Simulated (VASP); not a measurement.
## Ta2SiO3: single point with PBE

Ta2SiO3:

```
CELL_PARAMETERS angstrom
5.02591 0.00000 0.00000
-2.51295 4.35256 0.00000
0.00000 0.00000 3.22304
ATOMIC_POSITIONS crystal
Ta 0.33333 0.66667 0.50000
Ta 0.66667 0.33333 0.50000
Si 0.00000 0.00000 0.00000
O 0.59322 0.00000 0.00000
O 0.00000 0.59322 0.00000
O 0.40678 0.40678 0.00000
```

```
Program                : VASP 6.6.1
Task                   : single point
Functional             : PBE
Potentials or basis    : VASP PAW PBE potentials, release 64 (Ta_sv_GW, Si, O)
Cutoff                 : 600 eV
k mesh                 : 6 × 6 × 8
Occupations            : gaussian, width 0.02 eV
Spin                   : no spin polarisation
Dipole correction      : no
Second run             : valence_matched
Further INCAR settings : ALGO = Normal; EDIFF = 1e-06; NBANDS = 33
```

The pressure is -0.1 GPa and the largest force is 0.010 eV/Å. The band gap on the k mesh is 0.68 eV, direct.

Forces on the atoms (eV/Å):
```
Ta   0.000  0.000  0.000
Ta   0.000  0.000  0.000
Si   0.000  0.000  0.000
O   -0.010  0.000  0.000
O    0.005 -0.009  0.000
O    0.005  0.009  0.000
```

Stress tensor (GPa, compression positive):
```
-0.16  0.00  0.00
 0.00 -0.16  0.00
 0.00  0.00 -0.08
```

Levels at points of the mesh, in eV from the valence-band top:
| k point | band 22 | band 23 | band 24 | band 25 | band 26 | band 27 |
| --- | --- | --- | --- | --- | --- | --- |
| (0.00, 0.00, 0.00) | -2.25 | -0.01 | -0.01 | 0.93 | 0.93 | 0.95 |
| (0.50, 0.00, 0.00) | -2.94 | -1.19 | -0.13 | 1.38 | 1.66 | 1.77 |
| (0.00, 0.00, 0.50) | -1.44 | -1.22 | -1.22 | 0.94 | 2.14 | 2.14 |
| (0.50, 0.00, 0.50) | -1.02 | -0.99 | -0.11 | 1.03 | 2.05 | 2.07 |

Wall time 2.7 min on 1 thread of Intel(R) Xeon(R) 6975P-C (Granite Rapids), with other jobs on the host, peak memory 0.26 GiB.

Caveat: spin-orbit coupling is left out, which moves the levels of the heavy elements. A k mesh can miss the band edges.
